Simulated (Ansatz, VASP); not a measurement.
## One calculation of Bi, two programs

```xyz
1
Lattice="0.0000 2.0697 2.0697 2.0697 0.0000 2.0697 2.0697 2.0697 0.0000" Properties=species:S:1:pos:R:3 pbc="T T T"
Bi    0.0000    0.0000    0.0000
```

Change from the starting cell: volume scaled by 0.6, LAPW.

Alike in both runs: task single point; functional LDA; k mesh 14 × 14 × 14; occupations fermi-dirac, width 0.1 eV; no spin polarisation.

```csv
,VASP,Ansatz
version,VASP 6.6.1,Ansatz 0.2.0
potentials or method,"VASP PAW LDA potentials, release 64 (Bi_d), cutoff 520 eV","all-electron LAPW, scalar-relativistic"
```

```csv
,VASP,Ansatz,Ansatz less VASP
pressure (GPa),106.0,105.2,-0.81
```

LDA's correlation is that of Perdew and Zunger in VASP and of Perdew and Wang (1992) in Ansatz. Both programs put the cell under a high pressure, so it lies far from rest at this level. Ansatz ran all-electron here, and VASP with PAW potentials.

Spin-orbit coupling is off throughout. Noted on VASP's run: the cell as given lies far from equilibrium.
